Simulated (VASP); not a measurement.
# NaI (Fm-3m) in VASP: a series of runs

The runs below take NaI through single point, with PBE.

All numbers are computed with VASP 6.6.1; they aren't measurements. Logs are shortened: lines on timing, memory, paths and dates and some standing lists are left out, and cuts for length are marked.

## 1. The cell of the first run

Symmetry: Fm-3m, No. 225, cubic system. Conventional cell: a = 6.529 Å, b = 6.529 Å, c = 6.529 Å, α = 90.00°, β = 90.00°, γ = 90.00°. Na (site symmetry m-3m) has 6 I at 3.26 Å within 4.3 Å. Within 4.3 Å of I (site symmetry m-3m) lie 6 Na at 3.26 Å.

## 2. Single point, PBE

INCAR reads:

```
SYSTEM = NaI
PREC     = Accurate       ! precision mode
ENCUT    = 520            ! plane-wave cutoff, eV
EDIFF    = 1E-6           ! SCF threshold, eV
ISMEAR   = 0              ! smearing method
SIGMA    = 0.02           ! smearing width, eV
LREAL    = .FALSE.        ! projectors in reciprocal space
LASPH    = .TRUE.         ! aspherical terms in the spheres
NELM     = 80             ! most SCF steps
ALGO     = Normal         ! electronic algorithm
ISIF     = 2              ! what is computed and relaxed
LWAVE    = .FALSE.        ! write WAVECAR
LCHARG   = .TRUE.         ! write CHGCAR
GGA      = PE             ! functional
LELF     = .TRUE.         ! ELF
LVHAR    = .TRUE.       
NBANDS   = 14             ! bands
```

KPOINTS reads:

```
Automatic mesh
0
G
  6 6 6
  0 0 0
```

POSCAR reads:

```
NaI
1.0
    0.0000000000      3.2646422433      3.2646422433
    3.2646422433      0.0000000000      3.2646422433
    3.2646422433      3.2646422433      0.0000000000
Na I
1 1
Direct
    0.5000000000      0.5000000000      0.5000000000
    0.0000000000      0.0000000000      0.0000000000
```

Potentials or basis: VASP PAW PBE potentials, release 64 (Na_pv, I).

Run with:

```console
> cat potpaw_PBE.64/Na_pv/POTCAR potpaw_PBE.64/I/POTCAR > POTCAR
> mpirun -np 1 vasp_std > vasp.out
```

OUTCAR:

```text
SYSTEM = NaI
   PREC = Accurate
   ENCUT = 520
   EDIFF = 1E-6
   ISMEAR = 0
   LREAL = .FALSE.
   LASPH = .TRUE.
   NELM = 80
   ISIF = 2
   GGA = PE

 ion  position               nearest neighbor table
   1  0.500  0.500  0.500-
   2  0.000  0.000  0.000-

  LATTYP: Found a face centered cubic cell.
 ALAT       =     6.5292844866

  Lattice vectors:

 A1 = (   0.0000000000,   3.2646422433,   3.2646422433)
 A2 = (   3.2646422433,   0.0000000000,   3.2646422433)
 A3 = (   3.2646422433,   3.2646422433,   0.0000000000)

Analysis of symmetry for initial positions (statically):
=====================================================================
 Subroutine PRICEL returns:
 Original cell was already a primitive cell.

 Routine SETGRP: Setting up the symmetry group for a
 face centered cubic supercell.

 Subroutine GETGRP returns: Found 48 space group operations
[... 9 lines left out ...]

 Routine SETGRP: Setting up the symmetry group for a
 face centered cubic supercell.

 Subroutine GETGRP returns: Found 48 space group operations
[... 11 lines left out ...]
                                     Primitive cell

  volume of cell :      69.5884

  direct lattice vectors                    reciprocal lattice vectors
     0.000000000  3.264642243  3.264642243    -0.153156139  0.153156139  0.153156139
     3.264642243  0.000000000  3.264642243     0.153156139 -0.153156139  0.153156139
     3.264642243  3.264642243  0.000000000     0.153156139  0.153156139 -0.153156139

  length of vectors
     4.616901337  4.616901337  4.616901337     0.265274214  0.265274214  0.265274214

  position of ions in fractional coordinates (direct lattice)
     0.500000000  0.500000000  0.500000000
     0.000000000  0.000000000  0.000000000

  ion indices of the primitive-cell ions
   primitive index   ion index
                 1           1
                 2           2

----------------------------------------------------------------------------------------

 KPOINTS: Automatic mesh

Automatic generation of k-mesh.
 Grid dimensions read from file:
 generate k-points for:    6    6    6

 Generating k-lattice:

  Cartesian coordinates                     Fractional coordinates (reciprocal lattice)
    -0.025526023  0.025526023  0.025526023     0.166666667  0.000000000  0.000000000
     0.025526023 -0.025526023  0.025526023     0.000000000  0.166666667  0.000000000
     0.025526023  0.025526023 -0.025526023     0.000000000  0.000000000  0.166666667

  Length of vectors
     0.044212369  0.044212369  0.044212369

  Shift w.r.t. Gamma in fractional coordinates (k-lattice)
     0.000000000  0.000000000  0.000000000

 Subroutine IBZKPT returns following result:
 ===========================================

 Found     16 irreducible k-points:

 Following reciprocal coordinates:
            Coordinates               Weight
  0.000000  0.000000  0.000000      1.000000
  0.166667  0.000000  0.000000      8.000000
  0.333333  0.000000  0.000000      8.000000
  0.500000  0.000000  0.000000      4.000000
  0.166667  0.166667  0.000000      6.000000
  0.333333  0.166667  0.000000     24.000000
[... 8 lines left out ...]
 -0.333333  0.333333  0.166667     24.000000
 -0.333333  0.500000  0.166667     12.000000
   k-points           NKPTS =     16   k-points in BZ     NKDIM =     16   number of bands    NBANDS=     14
   number of dos      NEDOS =    301   number of ions     NIONS =      2
   total plane-waves  NPLWV =  46656
   dimension x,y,z NGX =    36 NGY =   36 NGZ =   36
   dimension x,y,z NGXF=    72 NGYF=   72 NGZF=   72
   ions per type =               1   1
   NGX,Y,Z   is equivalent  to a cutoff of  12.96, 12.96, 12.96 a.u.
   NGXF,Y,Z  is equivalent  to a cutoff of  25.93, 25.93, 25.93 a.u.
 SYSTEM =  NaI
   PREC   = accura    normal or accurate (medium, high low for compatibility)
   ISTART =      0    job   : 0-new  1-cont  2-samecut
   ICHARG =      2    charge: 1-file 2-atom 10-const
   ISPIN  =      1    spin polarized calculation?
   LNONCOLLINEAR =      F non collinear calculations
   LSORBIT =      F    spin-orbit coupling
   LASPH  =      T    aspherical Exc in radial PAW
   ENCUT  =  520.0 eV  38.22 Ry    6.18 a.u.   8.58  8.58  8.58*2*pi/ulx,y,z
   NELM   =     80;   NELMIN=  2; NELMDL= -5     # of ELM steps
   EDIFF  = 0.1E-05   stopping-criterion for ELM
   LREAL  =      F    real-space projection
   EDIFFG = 0.1E-04   stopping-criterion for IOM
   NSW    =      0    number of steps for IOM
   IBRION =     -1    ionic relax: 0-MD 1-quasi-New 2-CG
   NFREE  =      0    steps in history (QN), initial steepest desc. (CG)
   ISIF   =      2    stress and relaxation
   ISYM   =      2    0-nonsym 1-usesym 2-fastsym
   POTIM  = 0.5000    time-step for ionic-motion
   TEBEG  =    0.0;   TEEND  =   0.0 temperature during run
   PSTRESS=    0.0 pullay stress
   NELECT =      14.0000    total number of electrons
   NUPDOWN=      -1.0000    fix difference up-down
[... 53 lines left out ...]
      9       8.5569      0.00000
     10       8.5569      0.00000
     11       8.5569      0.00000
     12      10.3328      0.00000
     13      10.3328      0.00000
     14      11.0443      0.00000

 k-point     2 :       0.1667    0.0000    0.0000
  band No.  band energies     occupation
      1     -21.8441      2.00000
      2     -21.8430      2.00000
      3     -21.8430      2.00000
      4     -10.2551      2.00000
      5      -0.0733      2.00000
      6       0.5580      2.00000
      7       0.5580      2.00000
      8       4.9982      0.00000
      9       8.0647      0.00000
     10       8.7338      0.00000
     11       8.7338      0.00000
     12       9.8245      0.00000
     13       9.8245      0.00000
     14      11.3439      0.00000

 k-point     3 :       0.3333    0.0000    0.0000
  band No.  band energies     occupation
      1     -21.8464      2.00000
      2     -21.8432      2.00000
      3     -21.8432      2.00000
      4     -10.1105      2.00000
      5      -1.0597      2.00000
      6       0.4254      2.00000
      7       0.4254      2.00000
      8       5.6976      0.00000
      9       8.3044      0.00000
     10       8.3044      0.00000
     11       8.4983      0.00000
     12      10.6973      0.00000
     13      10.8526      0.00000
     14      10.8526      0.00000

 k-point     4 :       0.5000    0.0000    0.0000
  band No.  band energies     occupation
      1     -21.8475      2.00000
      2     -21.8433      2.00000
      3     -21.8432      2.00000
      4     -10.0339      2.00000
      5      -1.4604      2.00000
      6       0.3631      2.00000
      7       0.3631      2.00000
      8       5.7143      0.00000
      9       8.0496      0.00000
     10       8.0496      0.00000
     11       9.1672      0.00000
     12      10.8711      0.00000
     13      12.7882      0.00000
     14      12.7882      0.00000

 k-point     5 :       0.1667    0.1667    0.0000
  band No.  band energies     occupation
      1     -21.8439      2.00000
      2     -21.8433      2.00000
      3     -21.8433      2.00000
      4     -10.2336      2.00000
      5      -0.0676      2.00000
      6       0.4278      2.00000
      7       0.4278      2.00000
      8       5.2693      0.00000
      9       7.5828      0.00000
     10       8.6270      0.00000
     11       9.1416      0.00000
[... 140 lines left out ...]
 k-point    14 :       0.5000    0.3333    0.1667
  band No.  band energies     occupation
      1     -21.8460      2.00000
      2     -21.8445      2.00000
      3     -21.8437      2.00000
      4     -10.0232      2.00000
      5      -0.9797      2.00000
      6      -0.2401      2.00000
      7       0.1471      2.00000
      8       6.4784      0.00000
      9       7.3685      0.00000
     10       7.5740      0.00000
     11       9.5480      0.00000
     12      10.6679      0.00000
     13      12.6797      0.00000
     14      13.3889      0.00000

 k-point    15 :      -0.3333    0.3333    0.1667
  band No.  band energies     occupation
      1     -21.8462      2.00000
      2     -21.8449      2.00000
      3     -21.8439      2.00000
      4      -9.9749      2.00000
      5      -1.0123      2.00000
      6      -0.4859      2.00000
      7       0.0155      2.00000
      8       6.5950      0.00000
      9       7.2376      0.00000
     10       8.4396      0.00000
     11       9.0655      0.00000
     12      10.9777      0.00000
     13      12.2459      0.00000
     14      13.4258      0.00000

 k-point    16 :      -0.3333    0.5000    0.1667
  band No.  band energies     occupation
      1     -21.8459      2.00000
      2     -21.8449      2.00000
      3     -21.8445      2.00000
      4      -9.9565      2.00000
      5      -0.9641      2.00000
      6      -0.4228      2.00000
      7      -0.2166      2.00000
      8       5.9379      0.00000
      9       7.1355      0.00000
     10       9.1092      0.00000
     11       9.1689      0.00000
     12      12.0847      0.00000
     13      12.9493      0.00000
     14      13.1064      0.00000

------------------------ aborting loop because EDIFF is reached ----------------------------------------

  FORCE on cell =-STRESS in cart. coord.  units (eV):
  Direction    XX          YY          ZZ          XY          YZ          ZX
  --------------------------------------------------------------------------------------
  -------------------------------------------------------------------------------------
  Total        0.0044448      0.0044448      0.0044448      0.0000000      0.0000000      0.0000000
  in kB        0.1023346      0.1023346      0.1023346      0.0000000      0.0000000      0.0000000
  external PRESSURE =       0.1023346 kB  Pullay stress =       0.0000000 kB

 VOLUME and BASIS-vectors are now :
 -----------------------------------------------------------------------------
  energy-cutoff  :      520.00
  volume of cell :       69.59
      direct lattice vectors                 reciprocal lattice vectors
     0.000000000  3.264642243  3.264642243    -0.153156139  0.153156139  0.153156139
     3.264642243  0.000000000  3.264642243     0.153156139 -0.153156139  0.153156139
     3.264642243  3.264642243  0.000000000     0.153156139  0.153156139 -0.153156139

 POSITION                                       TOTAL-FORCE (eV/Angst)
 -----------------------------------------------------------------------------------
      3.26464      3.26464      3.26464         0.000000      0.000000      0.000000
      0.00000      0.00000      0.00000        -0.000000     -0.000000     -0.000000
 -----------------------------------------------------------------------------------
    total drift:                                0.000000      0.000000      0.000000

  FREE ENERGIE OF THE ION-ELECTRON SYSTEM (eV)
  ---------------------------------------------------
  free  energy   TOTEN  =        -5.3874375068 eV

  energy  without entropy=       -5.3874375068  energy(sigma->0) =       -5.38743751
```

It took 16 s on 1 thread of Intel Xeon Platinum 8259CL at 2.50GHz (Skylake/Cascade Lake), shared host; peak memory 0.2 GiB.

What came out:

| Quantity | Value |
| --- | --- |
| Free energy | -5.3874 eV |
| Pressure | 0.0 GPa |
| Band gap on the k mesh | 3.57 eV, direct |

Caveat: spin-orbit coupling is left out, which moves the levels of the heavy elements.

## 3. Single point, PBE (volume scaled by 0.97)

INCAR reads:

```
PREC = Accurate ; ENCUT = 520
EDIFF = 1E-7 ; ISMEAR = 0
SIGMA = 0.02 ; LREAL = F
LASPH = T ; NELM = 100
ALGO = Normal ; ISIF = 2
LWAVE = F ; LCHARG = F
GGA = PE ; NBANDS = 14
```

KPOINTS reads:

```
Automatic mesh
0
Gamma
  6 6 6
```

POSCAR reads:

```
NaI
1.0
    0.0000000000      3.2316638043      3.2316638043
    3.2316638043      0.0000000000      3.2316638043
    3.2316638043      3.2316638043      0.0000000000
Na I
1 1
Direct
    0.5000000000      0.5000000000      0.5000000000
    0.0000000000      0.0000000000      0.0000000000
```

Potentials or basis: VASP PAW PBE potentials, release 64 (Na_pv, I).

Run with:

```console
> cat potpaw_PBE.64/Na_pv/POTCAR potpaw_PBE.64/I/POTCAR > POTCAR
> mpirun -np 1 vasp_std > vasp.out
```

Run time: 17 s. Hardware: 1 thread of Intel Xeon Platinum 8259CL at 2.50GHz (Skylake/Cascade Lake), shared host; peak memory 0.2 GiB.

It converged, with:

| Quantity | Value |
| --- | --- |
| Free energy | -5.3840 eV |
| Pressure | 0.5 GPa |
| Band gap on the k mesh | 3.65 eV, direct |

Levels at points of the mesh, in eV from the valence-band top:
```csv
k point,band 3,band 4,band 5,band 6,band 7,band 8,band 9,band 10,band 11,band 12
"(0.00, 0.00, 0.00)",-22.43,-11.03,0.00,0.00,0.00,3.65,7.93,7.93,7.93,9.75
"(0.50, 0.00, 0.00)",-22.43,-10.71,-2.20,-0.28,-0.28,5.09,7.45,7.45,8.76,10.32
"(0.50, 0.50, 0.00)",-22.44,-10.63,-1.92,-0.75,-0.75,4.50,5.55,9.90,11.33,11.33
```

Caveat: spin-orbit coupling is left out, which moves the levels of the heavy elements.

## 4. Single point, PBE (volume scaled by 1.03)

INCAR reads:

```
  PREC = Accurate
  ENCUT = 520
  EDIFF = 1E-7
  ISMEAR = 0
  SIGMA = 0.02
  LREAL = False
  LASPH = True
  NELM = 60
  ALGO = Normal
  ISIF = 2
  LWAVE = False
  LCHARG = False
  GGA = PE
  NBANDS = 14
```

KPOINTS is that of step 3.

POSCAR reads:

```
NaI
1.0
    0.0000000000      3.2969675361      3.2969675361
    3.2969675361      0.0000000000      3.2969675361
    3.2969675361      3.2969675361      0.0000000000
Na I
1 1
Direct
    0.5000000000      0.5000000000      0.5000000000
    0.0000000000      0.0000000000      0.0000000000
```

Run with:

```console
> cat potpaw_PBE.64/Na_pv/POTCAR potpaw_PBE.64/I/POTCAR > POTCAR
> mpirun -np 1 vasp_std > vasp.out
```

Wall time 17 s (1 thread of Intel Xeon Platinum 8259CL at 2.50GHz (Skylake/Cascade Lake), shared host); peak memory 0.2 GiB.

Results (log left out):

- Free energy: -5.3849 eV
- Pressure: -0.4 GPa
- Band gap on the k mesh: 3.50 eV, direct

Levels at points of the mesh, in eV from the valence-band top:
```tsv
k point	band 4	band 5	band 6	band 7	band 8	band 9	band 10	band 11
(0.00, 0.00, 0.00)	-10.88	0.00	0.00	0.00	3.50	7.92	7.92	7.92
(0.50, 0.00, 0.00)	-10.62	-1.99	-0.25	-0.25	5.08	7.39	7.39	8.32
(0.50, 0.50, 0.00)	-10.55	-1.73	-0.67	-0.67	4.45	5.65	9.52	10.97
```

Caveat: spin-orbit coupling is left out, which moves the levels of the heavy elements.

## 5. Single point, PBE (volume scaled by 1.06)

INCAR reads:

```
  ALGO = Normal
  EDIFF = 1E-6
  ENCUT = 520
  GGA = PE
  ISIF = 2
  ISMEAR = 0
  LASPH = True
  LCHARG = True
  LELF = True
  LREAL = False
  LVHAR = True
  LWAVE = False
  NBANDS = 14
  NELM = 100
  PREC = Accurate
  SIGMA = 0.02
```

KPOINTS reads:

```
k-points
0
Gamma
  6 6 6
```

POSCAR reads:

```
NaI
1.0
    0.0000000000      3.3286710919      3.3286710919
    3.3286710919      0.0000000000      3.3286710919
    3.3286710919      3.3286710919      0.0000000000
Na I
1 1
Direct
    0.5000000000      0.5000000000      0.5000000000
    0.0000000000      0.0000000000      0.0000000000
```

Run with:

```console
> cat potpaw_PBE.64/Na_pv/POTCAR potpaw_PBE.64/I/POTCAR > POTCAR
> mpirun -np 1 vasp_std > vasp.out
```

Wall time 16 s (1 thread of Intel Xeon Platinum 8259CL at 2.50GHz (Skylake/Cascade Lake), shared host); peak memory 0.2 GiB.

It converged, with:

```yaml
Free_energy: -5.3773 eV
Pressure: -0.7 GPa
Band_gap_on_the_k_mesh: 3.43 eV, direct
```

Levels at points of the mesh, in eV from the valence-band top:
| k point | band 3 | band 4 | band 5 | band 6 | band 7 | band 8 | band 9 | band 10 | band 11 | band 12 |
| --- | --- | --- | --- | --- | --- | --- | --- | --- | --- | --- |
| (0.00, 0.00, 0.00) | -22.56 | -10.82 | 0.00 | 0.00 | 0.00 | 3.43 | 7.92 | 7.92 | 7.92 | 9.60 |
| (0.50, 0.00, 0.00) | -22.56 | -10.58 | -1.90 | -0.23 | -0.23 | 5.06 | 7.36 | 7.36 | 8.12 | 10.10 |
| (0.50, 0.50, 0.00) | -22.56 | -10.52 | -1.64 | -0.64 | -0.64 | 4.42 | 5.69 | 9.35 | 10.80 | 10.80 |

Caveat: spin-orbit coupling is left out, which moves the levels of the heavy elements.

## 6. Single point, PBE (volume scaled by 1.10)

INCAR reads:

```
ALGO = Normal
EDIFF = 1E-7
ENCUT = 520
GGA = PE
ISIF = 2
ISMEAR = 0
LASPH = True
LCHARG = False
LREAL = False
LWAVE = False
NBANDS = 14
NELM = 60
PREC = Accurate
SIGMA = 0.02
```

KPOINTS is that of step 5.

POSCAR reads:

```
NaI
1.0
    0.0000000000      3.3700252719      3.3700252719
    3.3700252719      0.0000000000      3.3700252719
    3.3700252719      3.3700252719      0.0000000000
Na I
1 1
Direct
    0.5000000000      0.5000000000      0.5000000000
    0.0000000000      0.0000000000      0.0000000000
```

Potentials or basis: VASP PAW PBE potentials, release 64 (Na_pv, I).

Run with:

```console
> cat potpaw_PBE.64/Na_pv/POTCAR potpaw_PBE.64/I/POTCAR > POTCAR
> mpirun -np 1 vasp_std > vasp.out
```

It took 19 s on 1 thread of Intel Xeon Platinum 8259CL at 2.50GHz (Skylake/Cascade Lake), shared host; peak memory 0.21 GiB.

It converged, with:

| Quantity | Value |
| --- | --- |
| Free energy | -5.3607 eV |
| Pressure | -1.1 GPa |
| Band gap on the k mesh | 3.35 eV, direct |

Levels at points of the mesh, in eV from the valence-band top:
```
           k point  band 3  band 4  band 5  band 6  band 7  band 8  band 9  band 10  band 11  band 12
(0.00, 0.00, 0.00)  -22.62  -10.74    0.00    0.00    0.00    3.35    7.91     7.91     7.91     9.54
(0.50, 0.00, 0.00)  -22.62  -10.53   -1.78   -0.22   -0.22    5.05    7.32     7.32     7.87    10.00
(0.50, 0.50, 0.00)  -22.62  -10.47   -1.54   -0.60   -0.60    4.39    5.74     9.13    10.58    10.58
```

Caveat: spin-orbit coupling is left out, which moves the levels of the heavy elements.

## 7. Overview

| cell | gap on the mesh (eV) | pressure (GPa) |
| --- | --- | --- |
| a = 4.617 Å, angles 60.0°, 2 atoms | 3.57 | 0.0 |
| a = 4.570 Å, angles 60.0°, 2 atoms | 3.65 | 0.5 |
| a = 4.663 Å, angles 60.0°, 2 atoms | 3.50 | -0.4 |
| a = 4.707 Å, angles 60.0°, 2 atoms | 3.43 | -0.7 |
| a = 4.766 Å, angles 60.0°, 2 atoms | 3.35 | -1.1 |

Alike in all rows: task single point; level PBE; potentials or basis VASP PAW PBE potentials, release 64 (Na_pv, I); no spin polarisation; k mesh 6 × 6 × 6; cutoff (eV) 520; smearing gaussian 0.02 eV.

Caveats: spin-orbit coupling is left out, which moves the levels of the heavy elements.

Absolute energies hang on the potentials; compare differences alone.
